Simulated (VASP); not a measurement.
Set up this calculation in VASP 6.6.1, as the native input.

* Task: single point
* Functional: PBE
* Potentials or basis: VASP PAW PBE potentials, release 64 (Y_sv, Cr_pv, C, N)
* Cutoff: 520 eV
* k mesh: 2 × 2 × 4
* Occupations: gaussian, width 0.1 eV
* Spin: collinear spin, ferromagnetic start
* Starting moments: [0.0, 3.0, 0.0, 0.0, 0.0, 0.0, 0.0, 0.0, 0.0, 0.0] μB
* Dipole correction: no
* Further INCAR settings: ALGO = Normal; EDIFF = 1e-06; NBANDS = 44

The structure of YCrC4N4 lies in POSCAR:

```
YCrC4N4
1.0
    7.5207877200      0.0000000000      0.0000000000
    0.0000000000      7.5207877200      0.0000000000
    0.0000000000      0.0000000000      4.0771255600
Y Cr C N
1 1 4 4
Direct
    0.5000000000      0.5000000000      0.0000000000
    0.0000000000      0.0000000000      0.0000000000
    0.1822113600      0.8177886400      0.0000000000
    0.8177886400      0.1822113600      0.0000000000
    0.1822113600      0.1822113600      0.0000000000
    0.8177886400      0.8177886400      0.0000000000
    0.2922151200      0.7077848800      0.0000000000
    0.7077848800      0.2922151200      0.0000000000
    0.2922151200      0.2922151200      0.0000000000
    0.7077848800      0.7077848800      0.0000000000
```

The input as run:

INCAR

```
SYSTEM = YCrC4N4
PREC = Accurate
ENCUT = 520
EDIFF = 1E-6
ISMEAR = 0
SIGMA = 0.1
LREAL = .FALSE.
LASPH = .TRUE.
NELM = 150
ALGO = Normal
ISIF = 2
LWAVE = .FALSE.
LCHARG = .TRUE.
ISPIN = 2
MAGMOM = 0 3 0 0 0 0 0 0 0 0
LORBIT = 11
LMAXMIX = 4
GGA = PE
LELF = .TRUE.
LVHAR = .TRUE.
NBANDS = 44
```

KPOINTS

```
regular mesh
0
G
  2 2 4
  0 0 0
```

Potentials or basis: VASP PAW PBE potentials, release 64 (Y_sv, Cr_pv, C, N).

Command:

```console
$ cat potpaw_PBE.64/Y_sv/POTCAR potpaw_PBE.64/Cr_pv/POTCAR potpaw_PBE.64/C/POTCAR potpaw_PBE.64/N/POTCAR > POTCAR
$ mpirun -np 1 vasp_std > vasp.out
```

It gave:

- Pressure: 6.1 GPa
- Largest force: 0.254 eV/Å
- Net moment: 3.68 μB per cell
- Site moments: Y +0.02; Cr +2.97; C -0.04; N +0.07 μB
- Valence electrons inside the program's atomic spheres: Y 9.86; Cr 11.01; C 2.60; N 3.94

Caveat: the k points lie up to 0.42 Å⁻¹ apart; a cell with one magnetic atom can't hold antiferromagnetic order, which such compounds often take.

Wall time 3.1 min on 1 thread of Intel(R) Xeon(R) Platinum 8488C (Sapphire Rapids), with other jobs on the host, peak memory 0.46 GiB.
